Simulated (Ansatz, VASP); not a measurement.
**KF: VASP beside Ansatz**

```
K F
1.0
     0.00000    2.93540    2.90517
     2.93540    0.00000    2.90517
     2.93540    2.93540    0.00000
K F
1 1
Direct
  0.00000 0.00000 0.00000
  0.25000 0.25000 0.25000
```

Change from the starting cell: uniaxial_z strain -1.0%.

Alike in both runs: task single point; functional PBE; k mesh 8 × 8 × 8; occupations fermi-dirac, width 0.02 eV; no spin polarisation.

|  | VASP | Ansatz |
| --- | --- | --- |
| version | VASP 6.6.1 | Ansatz 0.2.0 |
| potentials or method | VASP PAW PBE potentials, release 64 (K_sv, F) | plane waves, PAW |
| plane-wave cutoff (eV) | 520 | 420 |
| valence electrons in the cell | 16 | 16 |

|  | VASP | Ansatz | Ansatz less VASP |
| --- | --- | --- | --- |
| gap on the k mesh at the Fermi level (eV) | 5.18 | 5.20 | +0.011 |
| pressure (GPa) | 1.2 | 1.2 | -0.04 |

The functional is the same, so the differences come from potentials, cutoffs and numerics.
